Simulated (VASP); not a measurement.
# Ni (P6_3/mmc) in VASP: further runs

Ni is run at these levels: PBE; tasks: single point, relaxation of cell and atoms.

Program: VASP 6.6.1. These are calculated values, not measurements. Logs are shortened: lines on timing, memory, paths and dates and some standing lists are left out, and cuts for length are marked.

## (1) The cell of the first run

The structure is hexagonal, space group P6_3/mmc (No. 194). The conventional cell has a = 2.480 Å, b = 2.480 Å, c = 8.191 Å, α = 90.00°, β = 90.00°, γ = 120.00°. Ni (site symmetry -3m) has 12 Ni at 2.48 to 2.50 Å within 3.3 Å. Within 3.3 Å of Ni (site symmetry -6m2) lie 12 Ni at 2.48 to 2.50 Å.

This isn't the form of Ni at room conditions, which is fcc.

## (2) Single point, PBE, collinear spin, ferromagnetic start

INCAR reads:

```
ALGO = Normal
EDIFF = 1E-7
ENCUT = 520
GGA = PE
ISIF = 2
ISMEAR = 0
ISPIN = 2
LASPH = True
LCHARG = False
LMAXMIX = 4
LORBIT = 11
LREAL = False
LWAVE = False
MAGMOM = 0.77 0.77 0.79 0.79
NBANDS = 32
NELM = 150
PREC = Accurate
SIGMA = 0.1
```

KPOINTS reads:

```
k-points
0
Gamma
  9 9 2
```

POSCAR reads:

```
Ni
1.0
    2.4795532233      0.0000000000      0.0000000000
   -1.2397766116      2.1473560815      0.0000000000
    0.0000000000      0.0000000000      8.1909304800
Ni
4
Direct
    0.0000000000      0.0000000000      0.0000000000
    0.0000000000      0.0000000000      0.5000000000
    0.3333333333      0.6666666667      0.7500000000
    0.6666666667      0.3333333333      0.2500000000
```

Potentials or basis: VASP PAW PBE potentials, release 64 (Ni).

Command:

```bash
> cat potpaw_PBE.64/Ni/POTCAR > POTCAR
> mpirun -np 1 vasp_std > vasp.out
```

OUTCAR:

```text
EDIFF = 1E-7
   ENCUT = 520
   GGA = PE
   ISIF = 2
   ISMEAR = 0
   ISPIN = 2
   LASPH = True
   LORBIT = 11
   LREAL = False
   NELM = 150
   PREC = Accurate

 ion  position               nearest neighbor table
   1  0.000  0.000  0.000-   3 2.50   4 2.50   4 2.50   3 2.50   4 2.50   3 2.50
   2  0.000  0.000  0.500-   3 2.50   4 2.50   4 2.50   3 2.50   4 2.50   3 2.50
   3  0.333  0.667  0.750-   1 2.50   2 2.50   1 2.50   2 2.50   1 2.50   2 2.50
   4  0.667  0.333  0.250-   1 2.50   2 2.50   1 2.50   2 2.50   1 2.50   2 2.50

  LATTYP: Found a hexagonal cell.
 ALAT       =     2.4795532233
 C/A-ratio  =     3.3033896603

  Lattice vectors:

 A1 = (   2.4795532233,   0.0000000000,   0.0000000000)
 A2 = (  -1.2397766116,   2.1473560815,   0.0000000000)
 A3 = (   0.0000000000,   0.0000000000,   8.1909304800)

Analysis of symmetry for initial positions (statically):
=====================================================================
 Subroutine PRICEL returns:
 Original cell was already a primitive cell.

 Routine SETGRP: Setting up the symmetry group for a
 hexagonal supercell.

 Subroutine GETGRP returns: Found 24 space group operations
 (whereof 12 operations were pure point group operations)
 out of a pool of 24 trial point group operations.

The static configuration has the point symmetry D_3d.
 The point group associated with its full space group is D_6h.

Analysis of symmetry for dynamics (positions and initial velocities):
=====================================================================
 Subroutine PRICEL returns:
 Original cell was already a primitive cell.

 Routine SETGRP: Setting up the symmetry group for a
 hexagonal supercell.

 Subroutine GETGRP returns: Found 24 space group operations
 (whereof 12 operations were pure point group operations)
 out of a pool of 24 trial point group operations.

The dynamic configuration has the point symmetry D_3d.
 The point group associated with its full space group is D_6h.

Analysis of structural, dynamic, and magnetic symmetry:
=====================================================================
 Subroutine PRICEL returns:
 Original cell was already a primitive cell.

 Routine SETGRP: Setting up the symmetry group for a
 hexagonal supercell.

[... 130 lines left out ...]
  Fermi-wavevector in a.u.,A,eV,Ry     =   1.590589  3.005777 34.422368  2.529973
  Thomas-Fermi vector in A             =   2.689260
   LORBIT       =     11    0 simple, 1 ext, 2 COOP (PROOUT), +10 PAW based schemes
   GGA     = PE    functional components
   LHFCALC =     F    Hartree Fock is set to
   AEXX    =    0.0000 exact exchange contribution
   IVDW    =     0    specifies the selected vdW correction
   LEPSILON=     F    determine dielectric tensor
   LRPA    =     F    only Hartree local field effects (RPA)
 spin polarized calculation
 Gauss-broadening in eV      SIGMA  =   0.10
  energy-cutoff  :      520.00
  volume of cell :       43.61
 maximum number of plane-waves:      1194
   NGX =  9   NGY =  9   NGZ = 31

 number of electron      40.0000058 magnetization       2.4627429

 Free energy of the ion-electron system (eV)
  ---------------------------------------------------
  ext. energy  EPLUGINS =         0.00000000
  ---------------------------------------------------
  free energy    TOTEN  =       -21.83143794 eV

  energy without entropy =      -21.79329588  energy(sigma->0) =      -21.81236691

 E-fermi :   9.3402     XC(G=0): -13.2431

 val. band max:        9.3345500143   @ k =   0.2222   0.0000   0.5000
 cond. band min:       9.3454699874   @ k =   0.3333   0.3333   0.0000
 fundamental gap:      0.0109199731
 Fermi energy:         9.3402413055

 spin component 1

 k-point     1 :       0.0000    0.0000    0.0000
  band No.  band energies     occupation
      1       0.3478      1.00000
      2       2.5384      1.00000
      3       2.5491      1.00000
      4       4.5178      1.00000
      5       6.5621      1.00000
      6       6.6305      1.00000
[... 829 lines left out ...]
     31      20.6342      0.00000
     32      20.6342      0.00000
 Fermi energy:         9.3402413055

 spin component 2

 k-point     1 :       0.0000    0.0000    0.0000
  band No.  band energies     occupation
      1       0.3185      1.00000
      2       2.5320      1.00000
      3       2.5461      1.00000
      4       4.9176      1.00000
      5       7.2176      1.00000
      6       7.2217      1.00000
[... 829 lines left out ...]
     31      20.7825      0.00000
     32      20.7825      0.00000

------------------------ aborting loop because EDIFF is reached ----------------------------------------

  FORCE on cell =-STRESS in cart. coord.  units (eV):
  Direction    XX          YY          ZZ          XY          YZ          ZX
  --------------------------------------------------------------------------------------
  -------------------------------------------------------------------------------------
  Total       -0.0309470     -0.0309470     -0.0203877     -0.0000000      0.0000000     -0.0000000
  in kB       -1.1368890     -1.1368890     -0.7489749     -0.0000000      0.0000000     -0.0000000
  external PRESSURE =      -1.0075843 kB  Pullay stress =       0.0000000 kB

 VOLUME and BASIS-vectors are now :
 -----------------------------------------------------------------------------
  energy-cutoff  :      520.00
  volume of cell :       43.61
      direct lattice vectors                 reciprocal lattice vectors
     2.479553223  0.000000000  0.000000000     0.403298461  0.232844475  0.000000000
    -1.239776612  2.147356081  0.000000000     0.000000000  0.465688951  0.000000000
     0.000000000  0.000000000  8.190930480     0.000000000  0.000000000  0.122086252

 POSITION                                       TOTAL-FORCE (eV/Angst)
 -----------------------------------------------------------------------------------
      0.00000      0.00000      0.00000        -0.000000      0.000000     -0.000000
      0.00000      0.00000      4.09547        -0.000000      0.000000     -0.000000
     -0.00000      1.43157      6.14320        -0.000000      0.000000      0.000000
      1.23978      0.71579      2.04773         0.000000     -0.000000     -0.000000
 -----------------------------------------------------------------------------------
    total drift:                               -0.000000      0.000000      0.000000

  FREE ENERGIE OF THE ION-ELECTRON SYSTEM (eV)
  ---------------------------------------------------
  free  energy   TOTEN  =       -21.8314379430 eV

  energy  without entropy=      -21.7932958798  energy(sigma->0) =      -21.81236691

 total charge

# of ion       s       p       d       tot
------------------------------------------
    1        0.496   0.494   8.315   9.306
    2        0.496   0.494   8.315   9.306
    3        0.496   0.499   8.312   9.306
    4        0.496   0.499   8.312   9.306
--------------------------------------------------
tot          1.985   1.986  33.254  37.224

 magnetization (x)

# of ion       s       p       d       tot
------------------------------------------
    1       -0.006  -0.023   0.649   0.621
    2       -0.006  -0.023   0.649   0.621
    3       -0.005  -0.023   0.662   0.633
    4       -0.005  -0.023   0.662   0.633
--------------------------------------------------
tot         -0.022  -0.092   2.621   2.507
```

OSZICAR:

```text
N       E                     dE             d eps       ncg     rms          rms(c)
DAV:   1     0.254489978569E+03    0.25449E+03   -0.17231E+04  3168   0.177E+03
DAV:   2    -0.802541506873E+01   -0.26252E+03   -0.24722E+03  3080   0.323E+02
DAV:   3    -0.256562040703E+02   -0.17631E+02   -0.16855E+02  3520   0.107E+02
DAV:   4    -0.259509949032E+02   -0.29479E+00   -0.29443E+00  3544   0.142E+01
[... 10 lines left out ...]
DAV:  15    -0.218314366688E+02   -0.52623E-06   -0.48518E-06  3752   0.259E-02    0.612E-03
DAV:  16    -0.218314374189E+02   -0.75011E-06   -0.77866E-07  3392   0.919E-03    0.379E-03
DAV:  17    -0.218314383251E+02   -0.90627E-06   -0.15010E-07  2160   0.565E-03    0.194E-03
DAV:  18    -0.218314378790E+02    0.44618E-06   -0.74116E-08  1992   0.409E-03    0.657E-04
DAV:  19    -0.218314379430E+02   -0.64005E-07   -0.16136E-08  1936   0.117E-03
   1 F= -.21831438E+02 E0= -.21812367E+02  d E =-.381421E-01  mag=     2.4627
```

Wall time 42 s (1 thread of Intel Xeon 6975P-C (Granite Rapids), shared host); peak memory 0.19 GiB.

Results:

```yaml
Free_energy: -21.8314 eV
Pressure: -0.1 GPa
Net_moment: 2.46 μB per cell
Site_moments: Ni +0.62, +0.63 (each value once) μB
Valence_electrons_inside_the_program's_atomic_spheres: Ni 9.31
```

Caveat: the k points lie up to 0.38 Å⁻¹ apart.

## (3) Relaxation of cell and atoms, PBE, collinear spin, ferromagnetic start

This run uses another cell than the first one, of 11.34 Å³/atom.

INCAR reads:

```
PREC = Accurate
ENCUT = 600
EDIFF = 1E-7
ISMEAR = 0
SIGMA = 0.1
LREAL = False
LASPH = True
NELM = 150
ALGO = Normal
ISIF = 3
LWAVE = False
LCHARG = False
ISPIN = 2
MAGMOM = 0.77 0.77 0.79 0.79
LORBIT = 11
LMAXMIX = 4
GGA = PE
IBRION = 2
NSW = 90
EDIFFG = -0.04
```

KPOINTS reads:

```
Automatic mesh
0
Gamma
  9 9 2
```

POSCAR reads:

```
Ni
1.0
    2.5322817327      0.0000000000      0.0000000000
   -1.2661408663      2.1930203101      0.0000000000
    0.0000000000      0.0000000000      8.1671083916
Ni
4
Direct
    0.0000000000      0.0000000000      0.0000000000
    0.0000000000      0.0000000000      0.5000000000
    0.3333333333      0.6666666667      0.7500000000
    0.6666666667      0.3333333333      0.2500000000
```

Potentials or basis: VASP PAW PBE potentials, release 64 (Ni).

Command:

```bash
> cat potpaw_PBE.64/Ni/POTCAR > POTCAR
> mpirun -np 1 vasp_std > vasp.out
```

Wall time 2.5 min (1 thread of Intel Xeon 6975P-C (Granite Rapids), shared host); peak memory 0.21 GiB.

It converged, with:

* Free energy: -21.8313 eV
* Relaxed volume: 10.89 Å³/atom
* Relaxed cell: a = 2.478 Å, b = 2.478 Å, c = 8.188 Å, α = 90.00°, β = 90.00°, γ = 120.00°
* Space group after relaxing (to 0.1 Å): P6_3/mmc (No. 194)
* Energy gained by relaxing: 13.4 meV/atom
* Ionic steps: 5
* Pressure after relaxing: 0.2 GPa
* Net moment: 2.46 μB per cell
* Site moments: Ni +0.62, +0.63 (each value once) μB
* Valence electrons inside the program's atomic spheres: Ni 9.31

Step by step:
| step | energy change (eV) | largest force (eV/Å) | pressure (GPa) | volume (Å³) |
| --- | --- | --- | --- | --- |
| 1 | 0.0000 | 0.0000 | -6.98 | 45.35 |
| 2 | -0.0249 | 0.0000 | 6.73 | 42.19 |
| 3 | -0.0495 | 0.0000 | 0.55 | 43.44 |
| 4 | -0.0535 | 0.0000 | 0.22 | 43.52 |
| 5 | -0.0536 | 0.0000 | 0.16 | 43.54 |

Final structure:
```
Ni
1.0
     2.47796    0.00000    0.00000
    -1.23898    2.14598    0.00000
     0.00000    0.00000    8.18845
Ni
4
Direct
  0.00000 0.00000 0.00000
  0.00000 0.00000 0.50000
  0.33333 0.66667 0.75000
  0.66667 0.33333 0.25000
```

Levels at points of the mesh, in eV from the Fermi level:
Spin up:
| k point | band 17 | band 18 | band 19 | band 20 | band 21 | band 22 | band 23 | band 24 | band 25 | band 26 |
| --- | --- | --- | --- | --- | --- | --- | --- | --- | --- | --- |
| (0.00, 0.00, 0.00) | -1.43 | -1.17 | -1.17 | -0.97 | -0.97 | -0.65 | -0.65 | -0.41 | 5.50 | 14.11 |
| (0.00, 0.00, 0.50) | -1.31 | -1.31 | -1.31 | -1.31 | -0.79 | -0.79 | -0.79 | -0.79 | 8.53 | 8.53 |
Spin down:
| k point | band 15 | band 16 | band 17 | band 18 | band 19 | band 20 | band 21 | band 22 | band 23 | band 24 |
| --- | --- | --- | --- | --- | --- | --- | --- | --- | --- | --- |
| (0.00, 0.00, 0.00) | -1.46 | -0.84 | -0.84 | -0.51 | -0.51 | -0.45 | -0.28 | -0.28 | 0.10 | 0.10 |
| (0.00, 0.00, 0.50) | -1.56 | -1.56 | -0.68 | -0.68 | -0.68 | -0.68 | -0.06 | -0.06 | -0.06 | -0.06 |

Caveat: the k points lie up to 0.38 Å⁻¹ apart in the final cell.
